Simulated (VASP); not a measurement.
# InP3 (R-3m) in VASP: a series of runs, part 2 of 2

VASP 6.6.1. The steps go on from the part before.

## (3) Single point, r2SCAN (strain +0.040 along x and y, +0.000 along z)

POSCAR reads:

```
InP3
1.0
    3.8911589216      2.2465616508      3.3692519481
   -3.8911589216      2.2465616508      3.3692519481
    0.0000000000     -4.4931233017      3.3692519481
In P
2 6
Direct
    0.2702520051      0.2702520051      0.2702520051
    0.7297479949      0.7297479949      0.7297479949
    0.7982893833      0.2446976833      0.7982893833
    0.7982893833      0.7982893833      0.2446976833
    0.2446976833      0.7982893833      0.7982893833
    0.2017106167      0.7553023167      0.2017106167
    0.7553023167      0.2017106167      0.2017106167
    0.2017106167      0.2017106167      0.7553023167
```

INCAR.step1 reads:

```
PREC = Accurate
ENCUT = 550
ISMEAR = 0
SIGMA = 0.15
LREAL = F
LASPH = T
NELM = 120
NBANDS = 38
GGA = PE
ALGO = Normal
EDIFF = 1E-5
LWAVE = T
LCHARG = F
GGA_COMPAT = F
```

INCAR.step2 reads:

```
PREC = Accurate
ENCUT = 550
EDIFF = 1E-6
ISMEAR = 0
SIGMA = 0.15
LREAL = F
LASPH = T
NELM = 120
ALGO = Normal
ISIF = 2
LWAVE = F
LCHARG = T
METAGGA = R2SCAN
LMIXTAU = T
LELF = T
LVHAR = T
NBANDS = 38
ISTART = 1
GGA_COMPAT = F
```

KPOINTS reads:

```
Automatic mesh
0
Gamma
  6 6 6
```

Potentials or basis: VASP PAW PBE potentials, release 64 (In_d, P).

Run with:

```console
$ cat potpaw_PBE.64/In_d/POTCAR potpaw_PBE.64/P/POTCAR > POTCAR
$ cp INCAR.step1 INCAR
$ mpirun -np 1 vasp_std > vasp.out
$ cp INCAR.step2 INCAR
$ mpirun -np 1 vasp_std > vasp.out
```

OUTCAR:

```text
PREC = Accurate
   ENCUT = 550
   EDIFF = 1E-6
   ISMEAR = 0
   LREAL = F
   LASPH = T
   NELM = 120
   ISIF = 2
   METAGGA = R2SCAN
   ISTART = 1

 ion  position               nearest neighbor table
   1  0.270  0.270  0.270-   6 2.75   7 2.75   8 2.75   6 2.97   7 2.97   8 2.97
   2  0.730  0.730  0.730-   3 2.75   5 2.75   4 2.75   3 2.97   5 2.97   4 2.97
   3  0.798  0.245  0.798-   8 2.27   7 2.27   2 2.75   2 2.97
   4  0.798  0.798  0.245-   6 2.27   7 2.27   2 2.75   2 2.97
   5  0.245  0.798  0.798-   8 2.27   6 2.27   2 2.75   2 2.97
   6  0.202  0.755  0.202-   4 2.27   5 2.27   1 2.75   1 2.97
   7  0.755  0.202  0.202-   4 2.27   3 2.27   1 2.75   1 2.97
   8  0.202  0.202  0.755-   3 2.27   5 2.27   1 2.75   1 2.97

  LATTYP: Found a trigonal (rhomboedric) cell.
 ALAT       =     5.6160498301
 COS(alpha) =     0.0398788701

  Lattice vectors:

 A1 = (   3.8911589216,   2.2465616508,   3.3692519481)
 A2 = (  -3.8911589216,   2.2465616508,   3.3692519481)
 A3 = (   0.0000000000,  -4.4931233017,   3.3692519481)

Analysis of symmetry for initial positions (statically):
=====================================================================
 Subroutine PRICEL returns:
 Original cell was already a primitive cell.

 Routine SETGRP: Setting up the symmetry group for a
 trigonal (rhombohedral) supercell.

 Subroutine GETGRP returns: Found 12 space group operations
 (whereof 12 operations were pure point group operations)
 out of a pool of 12 trial point group operations.

The static configuration has the point symmetry D_3d.

Analysis of symmetry for dynamics (positions and initial velocities):
=====================================================================
 Subroutine PRICEL returns:
 Original cell was already a primitive cell.

 Routine SETGRP: Setting up the symmetry group for a
 trigonal (rhombohedral) supercell.

 Subroutine GETGRP returns: Found 12 space group operations
 (whereof 12 operations were pure point group operations)
 out of a pool of 12 trial point group operations.

The dynamic configuration has the point symmetry D_3d.

 Subroutine INISYM returns: Found 12 space group operations
 (whereof 12 operations are pure point group operations),
 and found     1 'primitive' translations

----------------------------------------------------------------------------------------

                                     Primitive cell

  volume of cell :     176.7185

  direct lattice vectors                    reciprocal lattice vectors
     3.891158922  2.246561651  3.369251948     0.128496422  0.074187444  0.098933929
    -3.891158922  2.246561651  3.369251948    -0.128496422  0.074187444  0.098933929
     0.000000000 -4.493123302  3.369251948     0.000000000 -0.148374888  0.098933929

  length of vectors
     5.616049830  5.616049830  5.616049830     0.178334040  0.178334040  0.178334040

  position of ions in fractional coordinates (direct lattice)
     0.270252005  0.270252005  0.270252005
     0.729747995  0.729747995  0.729747995
     0.798289383  0.244697683  0.798289383
     0.798289383  0.798289383  0.244697683
     0.244697683  0.798289383  0.798289383
     0.201710617  0.755302317  0.201710617
     0.755302317  0.201710617  0.201710617
     0.201710617  0.201710617  0.755302317

  ion indices of the primitive-cell ions
   primitive index   ion index
                 1           1
                 2           2
                 3           3
[... 60 lines left out ...]
   number of dos      NEDOS =    301   number of ions     NIONS =      8
   total plane-waves  NPLWV = 110592
   dimension x,y,z NGX =    48 NGY =   48 NGZ =   48
   dimension x,y,z NGXF=    96 NGYF=   96 NGZF=   96
   ions per type =               2   6
   NGX,Y,Z   is equivalent  to a cutoff of  14.21, 14.21, 14.21 a.u.
   NGXF,Y,Z  is equivalent  to a cutoff of  28.42, 28.42, 28.42 a.u.
 SYSTEM =  unknown system
   PREC   = accura    normal or accurate (medium, high low for compatibility)
   ISTART =      1    job   : 0-new  1-cont  2-samecut
   ICHARG =      0    charge: 1-file 2-atom 10-const
   ISPIN  =      1    spin polarized calculation?
   LNONCOLLINEAR =      F non collinear calculations
   LSORBIT =      F    spin-orbit coupling
   LASPH  =      T    aspherical Exc in radial PAW
   ENCUT  =  550.0 eV  40.42 Ry    6.36 a.u.  10.74 10.74 10.74*2*pi/ulx,y,z
   NELM   =    120;   NELMIN=  2; NELMDL=  0     # of ELM steps
   EDIFF  = 0.1E-05   stopping-criterion for ELM
   LREAL  =      F    real-space projection
   EDIFFG = 0.1E-04   stopping-criterion for IOM
   NSW    =      0    number of steps for IOM
   IBRION =     -1    ionic relax: 0-MD 1-quasi-New 2-CG
   NFREE  =      0    steps in history (QN), initial steepest desc. (CG)
   ISIF   =      2    stress and relaxation
   ISYM   =      2    0-nonsym 1-usesym 2-fastsym
   POTIM  = 0.5000    time-step for ionic-motion
   TEBEG  =    0.0;   TEEND  =   0.0 temperature during run
   PSTRESS=    0.0 pullay stress
   NELECT =      56.0000    total number of electrons
   NUPDOWN=      -1.0000    fix difference up-down
   EMIN   =  10.00;   EMAX   =-10.00  energy-range for DOS
   EFERMI =   0.00;   METHOD = LEGACY
   ISMEAR =     0;   SIGMA  =   0.15  broadening in eV -4-tet -1-fermi 0-gaus
   EFERMI_NEDOS =   21; number of points for ismear=-14 and -15
   IALGO  =     38    algorithm
   IMIX   =      4    mixing-type and parameters
     AMIX     =   0.40;   BMIX     =  1.00
     AMIX_MAG =   1.60;   BMIX_MAG =  1.00
  volume/ion in A,a.u.               =      22.09       149.07
  Fermi-wavevector in a.u.,A,eV,Ry     =   1.116118  2.109157 16.949045  1.245720
  Thomas-Fermi vector in A             =   2.252729
   LORBIT       =      0    0 simple, 1 ext, 2 COOP (PROOUT), +10 PAW based schemes
   METAGGA = R2SCAN    functional components
   LHFCALC =     F    Hartree Fock is set to
   AEXX    =    0.0000 exact exchange contribution
   IVDW    =     0    specifies the selected vdW correction
   LEPSILON=     F    determine dielectric tensor
   LRPA    =     F    only Hartree local field effects (RPA)
 non-spin polarized calculation
 Gauss-broadening in eV      SIGMA  =   0.15
  energy-cutoff  :      550.00
  volume of cell :      176.72
 maximum number of plane-waves:      5215
 NGX is ok and might be reduce to    48
   NGX = 21   NGY = 21   NGZ = 21

 number of electron      56.0000007 magnetization

 Free energy of the ion-electron system (eV)
  ---------------------------------------------------
  ext. energy  EPLUGINS =         0.00000000
  ---------------------------------------------------
  free energy    TOTEN  =       -99.79718123 eV

  energy without entropy =      -99.78104221  energy(sigma->0) =      -99.78911172

 E-fermi :   5.3880     XC(G=0): -10.1996

 val. band max:        5.3680613821   @ k =   0.5000   0.5000   0.1667
 cond. band min:       5.4050700270   @ k =   0.5000   0.5000   0.3333
 fundamental gap:      0.0370086450
 Fermi energy:         5.3879778881

 k-point     1 :       0.0000    0.0000    0.0000
  band No.  band energies     occupation
      1      -9.4681      2.00000
      2      -9.4681      2.00000
      3      -9.3864      2.00000
      4      -9.3864      2.00000
      5      -9.3252      2.00000
      6      -9.3140      2.00000
[... 973 lines left out ...]
     37      10.1698      0.00000
     38      10.2651      0.00000

 [... further k-points ...]

------------------------ aborting loop because EDIFF is reached ----------------------------------------

  FORCE on cell =-STRESS in cart. coord.  units (eV):
  Direction    XX          YY          ZZ          XY          YZ          ZX
  --------------------------------------------------------------------------------------
  -------------------------------------------------------------------------------------
  Total       -8.6982263     -8.6982263     -3.3235429      0.0000000      0.0000000      0.0000000
  in kB      -78.8604477    -78.8604477    -30.1321289      0.0000000      0.0000000      0.0000000
  external PRESSURE =     -62.6176748 kB  Pullay stress =       0.0000000 kB

 VOLUME and BASIS-vectors are now :
 -----------------------------------------------------------------------------
  energy-cutoff  :      550.00
  volume of cell :      176.72
      direct lattice vectors                 reciprocal lattice vectors
     3.891158922  2.246561651  3.369251948     0.128496422  0.074187444  0.098933929
    -3.891158922  2.246561651  3.369251948    -0.128496422  0.074187444  0.098933929
     0.000000000 -4.493123302  3.369251948     0.000000000 -0.148374888  0.098933929

 POSITION                                       TOTAL-FORCE (eV/Angst)
 -----------------------------------------------------------------------------------
      0.00000     -0.00000      2.73164         0.000000      0.000000     -0.016783
      0.00000     -0.00000      7.37611         0.000000     -0.000000      0.016783
      2.15411     -1.24368      6.20372         0.470732     -0.271777      0.405191
      0.00000      2.48736      6.20372         0.000000      0.543554      0.405191
     -2.15411     -1.24368      6.20372        -0.470732     -0.271777      0.405191
     -2.15411      1.24368      3.90403        -0.470732      0.271777     -0.405191
      2.15411      1.24368      3.90403         0.470732      0.271777     -0.405191
      0.00000     -2.48736      3.90403         0.000000     -0.543554     -0.405191
 -----------------------------------------------------------------------------------
    total drift:                                0.000000     -0.000000      0.000000

  FREE ENERGIE OF THE ION-ELECTRON SYSTEM (eV)
  ---------------------------------------------------
  free  energy   TOTEN  =       -99.7971812300 eV

  energy  without entropy=      -99.7810422075  energy(sigma->0) =      -99.78911172
```

Run time: 6.1 min. Hardware: 1 thread of Intel Xeon 6975P-C (Granite Rapids), shared host; peak memory 0.47 GiB.

What came out:

| Item | Value |
| --- | --- |
| Free energy | -99.7972 eV |
| Pressure | -6.3 GPa |
| Largest force | 0.678 eV/Å |
| Band gap on the k mesh | zero (bands 28 and 29 overlap by 0.63 eV) |

Forces in eV/Å, atoms in the order of the input:
```
In   0.000  0.000 -0.017
In   0.000  0.000  0.017
P    0.471 -0.272  0.405
P    0.000  0.544  0.405
P   -0.471 -0.272  0.405
P   -0.471  0.272 -0.405
P    0.471  0.272 -0.405
P    0.000 -0.544 -0.405
```

Caveat: the cell differs from its parent crystal (strain +0.040 along x and y, +0.000 along z); the cell stands under tension; semilocal functionals underestimate gaps, and a narrow one can read as zero; the PAW data sets were made with another functional, which shifts forces and pressure a little; spin-orbit coupling is left out, which moves the levels of the heavy elements.

The gap in the log of VASP goes by the Fermi energy; the results here count the filled bands.